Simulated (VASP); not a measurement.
A run of VASP 6.6.1 is set up as follows.

File POSCAR:

```
AlN
1.0
    3.1066693487      0.0000000000      0.0000000000
   -1.5533346744      2.6904545772      0.0000000000
    0.0000000000      0.0000000000      4.9784833575
Al N
2 2
Direct
    0.3333333333      0.6666666667     -0.0008043408
    0.6666666667      0.3333333333      0.4991956592
    0.3333333333      0.6666666667      0.3808043408
    0.6666666667      0.3333333333      0.8808043408
```

File INCAR.step1:

```
SYSTEM = AlN
  ALGO = Normal
  EDIFF = 1E-4
  ENCUT = 520
  GGA = PE
  ISMEAR = 0
  LASPH = .True.
  LCHARG = .False.
  LREAL = .False.
  LWAVE = .True.
  NBANDS = 16
  NELM = 80
  PREC = Accurate
  SIGMA = 0.01
```

INCAR.step2

```
SYSTEM = AlN
  ALGO = Normal
  EDIFF = 1E-6
  ENCUT = 520
  ISIF = 2
  ISMEAR = 0
  ISTART = 1
  LASPH = .True.
  LCHARG = .False.
  LMIXTAU = .True.
  LREAL = .False.
  LWAVE = .False.
  METAGGA = R2SCAN
  NBANDS = 16
  NELM = 80
  PREC = Accurate
  SIGMA = 0.01
```

File KPOINTS:

```
k-points
0
Gamma
  12 12 4
  0 0 0
```

Potentials or basis: VASP PAW PBE potentials, release 64 (Al, N).

The run is started by

```bash
$ cat potpaw_PBE.64/Al/POTCAR potpaw_PBE.64/N/POTCAR > POTCAR
$ cp INCAR.step1 INCAR
$ mpirun -np 1 vasp_std > vasp.out
$ cp INCAR.step2 INCAR
$ mpirun -np 1 vasp_std > vasp.out
```

(1) Estimate the band gap on the k mesh.

(2) Predict the pressure.

Answers

(1) 4.92 eV.

(2) -0.4 GPa.

Caveat: the PAW data sets were made with another functional, which shifts forces and pressure a little.

**Measured values to compare with.**

“Structural and optical properties of self-assembled AlN nanowires grown on SiO2/Si substrates by molecular beam epitaxy”, 2024, arxiv:2402.00216 quotes, for a bulk crystal of AlN at 0 K: band gap 6.0343 eV (an exciton energy, a little under the gap).

Measured gap of AlN: 6.0343 eV (an exciton energy, a little under the gap; 0 K; quoted in “Structural and optical properties of self-assembled AlN nanowires grown on SiO2/Si substrates by molecular beam epitaxy”, 2024, arxiv:2402.00216). This calculation gives 4.92 eV (-1.11 eV). 2 values of this kind are on record (6.034 to 6.0343 eV); this one was drawn at random. The value is that of r2SCAN on a finite k mesh, which can miss the band edges, without temperature or zero-point motion.
